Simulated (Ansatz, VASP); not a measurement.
## One calculation of C, two programs

```
CELL_PARAMETERS angstrom
2.55675 1.47614 6.88848
-2.55675 1.47614 6.88848
0.00000 -2.95228 6.88848
ATOMIC_POSITIONS crystal
C 0.92460 0.65121 0.92460
C 0.92460 0.92460 0.65121
C 0.65121 0.92460 0.92460
C 0.07540 0.34879 0.07540
C 0.34879 0.07540 0.07540
C 0.07540 0.07540 0.34879
C 0.15177 0.69577 0.15177
C 0.15177 0.15177 0.69577
C 0.69577 0.15177 0.15177
C 0.84823 0.30423 0.84823
C 0.30423 0.84823 0.84823
C 0.84823 0.84823 0.30423
```

Alike in both runs: functional PBEsol; k mesh 9 × 9 × 9; occupations gaussian, width 0.1 eV; no spin polarisation.

Ansatz relaxed the structure, and its values are those at the end. VASP's run is a single point on that final structure, the one shown.

```csv
,VASP,Ansatz
version,VASP 6.6.1,Ansatz 0.2.0
potentials or method,"VASP PAW PBE potentials, release 64 (C), cutoff 520 eV","scalar-relativistic, plane waves, PAW"
valence electrons in the cell,48,48
```

|  | VASP | Ansatz | Ansatz less VASP |
| --- | --- | --- | --- |
| gap on the k mesh at the Fermi level (eV) | none | none | - |
| pressure (GPa) | 0.4 | 0.0 | -0.35 |
| rms of the force components (eV/Å) | 0.059 | 0.000 | -0.0584 |

VASP's potentials were made for PBE, not for PBEsol. A gap of «none» marks a metal or a gap that the smearing closes. With one functional, cell and mesh, what is left measures potentials, basis and numerics.
